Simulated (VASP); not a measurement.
Write the native input for VASP 6.6.1 that does the following.

```yaml
Task: single point
Functional: PBE
Potentials_or_basis: VASP PAW PBE potentials, release 64 (Au)
Cutoff: 520 eV
k_mesh: 4 × 4 × 4
Occupations: gaussian, width 0.1 eV
Spin: no spin polarisation
Dipole_correction: no
Further_INCAR_settings: ALGO = Fast; EDIFF = 1e-06; NBANDS = 30
```

The structure of Au lies in POSCAR:

```
Au
1.0
    0.0000000000      3.3021459200      3.3021459200
    3.3021459200      0.0000000000      3.3021459200
    3.3021459200      3.3021459200      0.0000000000
Au
4
Direct
    0.1250000000      0.1250000000      0.1250000000
    0.1250000000      0.1250000000      0.6250000000
    0.1250000000      0.6250000000      0.1250000000
    0.6250000000      0.1250000000      0.1250000000
```

The cell was generated, and may not be a known phase.

These files were run (other wordings do the same):

INCAR

```
SYSTEM = Au
PREC = Accurate
ENCUT = 520
EDIFF = 1E-6
ISMEAR = 0
SIGMA = 0.1
LREAL = .FALSE.
LASPH = .TRUE.
NELM = 60
ALGO = Fast
ISIF = 2
LWAVE = .FALSE.
LCHARG = .FALSE.
GGA = PE
NBANDS = 30
```

KPOINTS

```
regular mesh
0
G
  4 4 4
  0 0 0
```

Potentials or basis: VASP PAW PBE potentials, release 64 (Au).

Launch:

```sh
$ cat potpaw_PBE.64/Au/POTCAR > POTCAR
$ mpirun -np 1 vasp_std > vasp.out
```

It gave:

```json
{"Pressure": "120.3 GPa", "Band gap on the k mesh": "zero (bands 22 and 23 overlap by 1.10 eV)"}
```

Caveat: the k points lie up to 0.41 Å⁻¹ apart, too coarse for converged energies and pressures of a metal; spin-orbit coupling is left out, which moves the levels of the heavy elements.

Run time: 24 s on 1 thread of Intel Xeon 8259CL, with other jobs on the host, peak memory 0.2 GiB.
